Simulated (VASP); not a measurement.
# PbF2 (Fm-3m) in VASP: notebook

The runs below take PbF2 through electric field gradients, vibrations by perturbation theory, with PBEsol.

All numbers are computed with VASP 6.6.1; they aren't measurements. Logs are shortened: lines on timing, memory, paths and dates and some standing lists are left out, and cuts for length are marked.

## (1) The cell of the first run

It takes space group Fm-3m (No. 225, cubic). Conventional cell: a = 5.898 Å, b = 5.898 Å, c = 5.898 Å, α = 90.00°, β = 90.00°, γ = 90.00°. Within 3.4 Å of Pb (site symmetry m-3m) lie 8 F at 2.55 Å. Within 3.4 Å of F (site symmetry -43m) lie 4 Pb at 2.55 Å and 6 F at 2.95 Å.

## (2) Electric field gradients, PBEsol

Input file INCAR:

```
PREC     = Accurate       # precision mode
ENCUT    = 520            # plane-wave cutoff, eV
EDIFF    = 1E-8           # SCF threshold, eV
ISMEAR   = 0              # smearing method
SIGMA    = 0.05           # smearing width, eV
LREAL    = False          # projectors in reciprocal space
LASPH    = True           # aspherical terms in the spheres
NELM     = 60             # most SCF steps
ALGO     = Normal         # electronic algorithm
ISIF     = 2              # what is computed and relaxed
LWAVE    = False          # write WAVECAR
LCHARG   = False          # write CHGCAR
GGA      = PS             # functional
LEFG     = True         
NBANDS   = 21             # bands
```

Input file KPOINTS:

```
regular mesh
0
Gamma
  10 10 10
```

Input file POSCAR:

```
PbF2
1.0
    0.0000000000      2.9489863356      2.9489863356
    2.9489863356      0.0000000000      2.9489863356
    2.9489863356      2.9489863356      0.0000000000
Pb F
1 2
Direct
    0.0000000000      0.0000000000      0.0000000000
    0.2500000000      0.2500000000      0.2500000000
    0.7500000000      0.7500000000      0.7500000000
```

Potentials or basis: VASP PAW PBE potentials, release 64 (Pb_d, F).

Command:

```
cat potpaw_PBE.64/Pb_d/POTCAR potpaw_PBE.64/F/POTCAR > POTCAR
mpirun -np 1 vasp_std > vasp.out
```

OUTCAR:

```text
PREC = Accurate
   ENCUT = 520
   EDIFF = 1E-8
   ISMEAR = 0
   LREAL = False
   LASPH = True
   NELM = 60
   ISIF = 2
   GGA = PS

 ion  position               nearest neighbor table
   1  0.000  0.000  0.000-   3 2.55   3 2.55   3 2.55   2 2.55   2 2.55   2 2.55   3 2.55   2 2.55

   2  0.250  0.250  0.250-   1 2.55   1 2.55   1 2.55   1 2.55
   3  0.750  0.750  0.750-   1 2.55   1 2.55   1 2.55   1 2.55

  LATTYP: Found a face centered cubic cell.
 ALAT       =     5.8979726712

  Lattice vectors:

 A1 = (   0.0000000000,   2.9489863356,   2.9489863356)
 A2 = (   2.9489863356,   0.0000000000,   2.9489863356)
 A3 = (   2.9489863356,   2.9489863356,   0.0000000000)

Analysis of symmetry for initial positions (statically):
=====================================================================
 Subroutine PRICEL returns:
 Original cell was already a primitive cell.

 Routine SETGRP: Setting up the symmetry group for a
 face centered cubic supercell.

 Subroutine GETGRP returns: Found 48 space group operations
 (whereof 48 operations were pure point group operations)
 out of a pool of 48 trial point group operations.

The static configuration has the point symmetry O_h .

Analysis of symmetry for dynamics (positions and initial velocities):
=====================================================================
 Subroutine PRICEL returns:
 Original cell was already a primitive cell.

 Routine SETGRP: Setting up the symmetry group for a
 face centered cubic supercell.

 Subroutine GETGRP returns: Found 48 space group operations
 (whereof 48 operations were pure point group operations)
 out of a pool of 48 trial point group operations.

The dynamic configuration has the point symmetry O_h .

 Subroutine INISYM returns: Found 48 space group operations
 (whereof 48 operations are pure point group operations),
 and found     1 'primitive' translations

----------------------------------------------------------------------------------------

                                     Primitive cell

  volume of cell :      51.2918

[... 127 lines left out ...]

 number of electron      27.9999996 magnetization

 Free energy of the ion-electron system (eV)
  ---------------------------------------------------
  ext. energy  EPLUGINS =         0.00000000
  ---------------------------------------------------
  free energy    TOTEN  =       -14.93655644 eV

  energy without entropy =      -14.93655644  energy(sigma->0) =      -14.93655644

 E-fermi :   2.2347     XC(G=0):  -9.7365

 val. band max:        1.9111560152   @ k =  -0.3000   0.4000   0.2000
 cond. band min:       6.2217292276   @ k =   0.5000   0.5000   0.0000
 fundamental gap:      4.3105732124
 Fermi energy:         2.2347350421

 k-point     1 :       0.0000    0.0000    0.0000
  band No.  band energies     occupation
      1     -19.1794      2.00000
      2     -18.5107      2.00000
      3     -12.4622      2.00000
      4     -12.4622      2.00000
      5     -12.4622      2.00000
      6     -12.3914      2.00000
[... 565 lines left out ...]
     20      17.6437      0.00000
     21      18.9917      0.00000

 [... further k-points ...]

------------------------ aborting loop because EDIFF is reached ----------------------------------------

  FORCE on cell =-STRESS in cart. coord.  units (eV):
  Direction    XX          YY          ZZ          XY          YZ          ZX
  --------------------------------------------------------------------------------------
  -------------------------------------------------------------------------------------
  Total       -0.0630471     -0.0630471     -0.0630471      0.0000000      0.0000000     -0.0000000
  in kB       -1.9693720     -1.9693720     -1.9693720      0.0000000      0.0000000     -0.0000000
  external PRESSURE =      -1.9693720 kB  Pullay stress =       0.0000000 kB

 VOLUME and BASIS-vectors are now :
 -----------------------------------------------------------------------------
  energy-cutoff  :      520.00
  volume of cell :       51.29
      direct lattice vectors                 reciprocal lattice vectors
     0.000000000  2.948986336  2.948986336    -0.169549785  0.169549785  0.169549785
     2.948986336  0.000000000  2.948986336     0.169549785 -0.169549785  0.169549785
     2.948986336  2.948986336  0.000000000     0.169549785  0.169549785 -0.169549785

 POSITION                                       TOTAL-FORCE (eV/Angst)
 -----------------------------------------------------------------------------------
      0.00000      0.00000      0.00000        -0.000000     -0.000000      0.000000
      1.47449      1.47449      1.47449         0.000000      0.000000     -0.000000
      4.42348      4.42348      4.42348        -0.000000      0.000000      0.000000
 -----------------------------------------------------------------------------------
    total drift:                                0.000000     -0.000000      0.000000

  FREE ENERGIE OF THE ION-ELECTRON SYSTEM (eV)
  ---------------------------------------------------
  free  energy   TOTEN  =       -14.9365564391 eV

  energy  without entropy=      -14.9365564391  energy(sigma->0) =      -14.93655644

 Electric field gradients (V/A^2)
---------------------------------------------------------------------
 ion       V_xx      V_yy      V_zz      V_xy      V_xz      V_yz
---------------------------------------------------------------------
   1       0.000     0.000     0.000    -0.001    -0.001    -0.001
   2       0.000    -0.000    -0.000     0.001     0.001     0.001
   3       0.000    -0.000    -0.000     0.001     0.001     0.001
---------------------------------------------------------------------

 Electric field gradients after diagonalization (V/A^2)
 (convention: |V_zz| > |V_xx| > |V_yy|)
----------------------------------------------------------------------
 ion       V_xx      V_yy      V_zz     asymmetry (V_yy - V_xx)/ V_zz
----------------------------------------------------------------------
   1       0.001     0.001    -0.002       0.000
   2      -0.001    -0.001     0.001       0.000
   3      -0.001    -0.001     0.001       0.000
----------------------------------------------------------------------

           NMR quadrupolar parameters

 Cq : quadrupolar parameter    Cq=e*Q*V_zz/h
 eta: asymmetry parameters     (V_yy - V_xx)/ V_zz
 Q  : nuclear electric quadrupole moment in mb (millibarn)
----------------------------------------------------------------------
 ion       Cq(MHz)       eta       Q (mb)
----------------------------------------------------------------------
   1      -0.000       0.000       1.000
   2       0.000       0.000       1.000
   3       0.000       0.000       1.000
----------------------------------------------------------------------
```

OSZICAR:

```text
N       E                     dE             d eps       ncg     rms          rms(c)
DAV:   1     0.299244636647E+03    0.29924E+03   -0.14547E+04  2000   0.152E+03
DAV:   2     0.989382690731E+01   -0.28935E+03   -0.27277E+03  2132   0.429E+02
DAV:   3    -0.157944074103E+02   -0.25688E+02   -0.25393E+02  2363   0.136E+02
DAV:   4    -0.165195920671E+02   -0.72518E+00   -0.72470E+00  2253   0.238E+01
DAV:   5    -0.165441350863E+02   -0.24543E-01   -0.24541E-01  2531   0.454E+00    0.714E+00
DAV:   6    -0.149608180510E+02    0.15833E+01   -0.71674E+00  2631   0.215E+01    0.260E+00
DAV:   7    -0.149463478681E+02    0.14470E-01   -0.37837E-01  2134   0.379E+00    0.150E+00
DAV:   8    -0.149381229903E+02    0.82249E-02   -0.92380E-02  2179   0.328E+00    0.512E-01
DAV:   9    -0.149352541975E+02    0.28688E-02   -0.17648E-02  2617   0.978E-01    0.978E-02
DAV:  10    -0.149365440653E+02   -0.12899E-02   -0.18338E-03  2029   0.382E-01    0.327E-02
DAV:  11    -0.149365382841E+02    0.57812E-05   -0.11766E-04  2298   0.108E-01    0.128E-02
DAV:  12    -0.149365582243E+02   -0.19940E-04   -0.59709E-05  2065   0.693E-02    0.120E-02
DAV:  13    -0.149365563606E+02    0.18637E-05   -0.19382E-05  2434   0.429E-02    0.233E-03
DAV:  14    -0.149365564254E+02   -0.64820E-07   -0.10835E-06  2149   0.704E-03    0.409E-04
DAV:  15    -0.149365564426E+02   -0.17209E-07   -0.23917E-08  2413   0.127E-03    0.118E-04
DAV:  16    -0.149365564391E+02    0.34515E-08   -0.25741E-09  1736   0.660E-04
   1 F= -.14936556E+02 E0= -.14936556E+02  d E =-.609576E-21
```

stdout:

```text
POSCAR found type information on POSCAR PbF
 POSCAR found :  2 types and       3 ions
 scaLAPACK will be used
 -----------------------------------------------------------------------------
|                                                                             |
|                                                                             |
|     You enforced a specific xc type in the INCAR file but a different       |
|     I HOPE YOU KNOW WHAT YOU ARE DOING!                                     |
|                                                                             |
 -----------------------------------------------------------------------------

 LDA part: xc-table for (Slater+PW92), standard interpolation
 POSCAR, INCAR and KPOINTS ok, starting setup
 FFT: planning ... GRIDC
 FFT: planning ... GRID_SOFT
 FFT: planning ... GRID
 WAVECAR not read
 entering main loop
ion   1

ion   2

ion   3
```

Wall time 53 s (1 thread of Oxide Virtual Turin-like, shared host); peak memory 0.16 GiB.

Results:

* Free energy: -14.9366 eV
* Pressure: -0.2 GPa
* Band gap on the k mesh: 4.31 eV (least direct gap 4.45 eV)
* Largest electric field gradient by atom: under 0.05 V/Å² on every atom

Caveat: the PAW data sets were made with another functional, which shifts forces and pressure a little; spin-orbit coupling is left out, which moves the levels of the heavy elements. A k mesh can miss the band edges.

(Part 1 of 2 ends here.)
